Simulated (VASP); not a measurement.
Input of a VASP 6.6.1 run:

Contents of INCAR:

```
  ALGO = Normal
  EDIFF = 1E-6
  ENCUT = 520
  GGA = PE
  GGA_COMPAT = False
  ISIF = 2
  ISMEAR = 0
  LASPH = True
  LCHARG = False
  LREAL = Auto
  LWAVE = False
  NBANDS = 86
  NELECT = 130.0
  NELM = 120
  PREC = Accurate
  SIGMA = 0.01
```

The input KPOINTS:

```
Automatic mesh
0
Gamma
  1 1 1
  0.25 0.25 0.25
```

File POSCAR:

```
Si16HC16
1.0
   -4.3797238600      4.3797238600     -4.3797238600
    4.3797238600      4.3797238600      4.3797238600
    4.3797238600     -4.3797238600     -4.3797238600
Si C H
16 16 1
Direct
   -0.0035747784      0.0020946126      0.7522552504
   -0.0025831905      0.2511973943      0.4993916923
   -0.0025464471      0.4997513299      0.2508809895
   -0.0035623721      0.7525988652      0.0017457091
    0.2455679591      0.0017162478      0.4999768905
    0.2275243185      0.2511170174      0.2508559733
    0.2455948377      0.5003132219      0.0013780976
    0.2517518241      0.7546731351      0.7543270703
    0.4983296766     -0.0060711383      0.2509214066
    0.4983490908      0.2512464474     -0.0064016920
    0.4950675220      0.5007075449      0.7494914650
    0.4950796775      0.7498261877      0.5003745883
    0.7489230328      0.0027246065      0.0023984430
    0.7482919897      0.2512281149      0.7474015373
    0.7556161278      0.5084874394      0.5081398372
    0.7483015948      0.7477300889      0.2508960049
   -0.0108947552     -0.0039218451     -0.0042507584
   -0.0038529510      0.2512542220      0.7501139580
    0.0056266897      0.5072843612      0.5069388658
   -0.0038444542      0.7504200218      0.2508664570
    0.2458489748      0.0014427537      0.7509698656
    0.2442603530      0.2512032713      0.5059799132
    0.2443238209      0.5062782887      0.2508624137
    0.2458443404      0.7513064360      0.0010807697
    0.4956204012      0.0010790546      0.5006558926
    0.5630250123      0.2511031553      0.2507922257
    0.4956370534      0.5009905782      0.0007175730
    0.4969082163      0.7520262105      0.7516703177
    0.7495034451     -0.0048877503      0.2508679089
    0.7495303494      0.2512092816     -0.0052016713
    0.7457873986      0.5013598826      0.7508195094
    0.7458013474      0.7511834989      0.5010751899
    0.7140725802      0.2510847661      0.2507601757
```

Potentials or basis: VASP PAW PBE potentials, release 64 (Si, C, H).

Command:

```bash
$ cat potpaw_PBE.64/Si/POTCAR potpaw_PBE.64/C/POTCAR potpaw_PBE.64/H/POTCAR > POTCAR
$ mpirun -np 1 vasp_std > vasp.out
```

(1) What does it give for the largest force?

## Answers

(1) 0.058 eV/Å.

Caveat: the k points lie up to 1.01 Å⁻¹ apart; the cell carries a net charge on a neutralising background, which shifts energy and pressure.
